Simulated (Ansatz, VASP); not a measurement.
One calculation of Ni, two programs

```
CELL_PARAMETERS angstrom
0.00000 1.73151 1.73151
1.73151 0.00000 1.73151
1.73151 1.73151 0.00000
ATOMIC_POSITIONS crystal
Ni 0.00000 0.00000 0.00000
```

Alike in both runs: functional PBEsol; k mesh 20 × 20 × 20; occupations gaussian, width 0.1 eV; collinear spin.

Ansatz relaxed the structure, and its values are those at the end. VASP's run is a single point on that final structure, the one shown.

```csv
,VASP,Ansatz
version,VASP 6.6.1,Ansatz 0.2.0
potentials or method,"VASP PAW PBE potentials, release 64 (Ni), cutoff 520 eV","scalar-relativistic, plane waves, PAW"
valence electrons in the cell,10,18
```

```tsv
	VASP	Ansatz	Ansatz less VASP
gap on the k mesh at the Fermi level (eV)	none	none	-
pressure (GPa)	0.0	0.0	+0.05
net moment per atom (μB)	0.62	0.63	+0.010
size of the moment on the site where the two differ most (μB)	0.63	0.67	+0.039
```

VASP's potentials were made for PBE, not for PBEsol. Site moments also hang on the region over which each program counts them. A gap of «none» marks a metal or a gap that the smearing closes. VASP's potentials hold 10 valence electrons a cell and Ansatz's 18, so a difference there can come from the potentials and not from the codes.
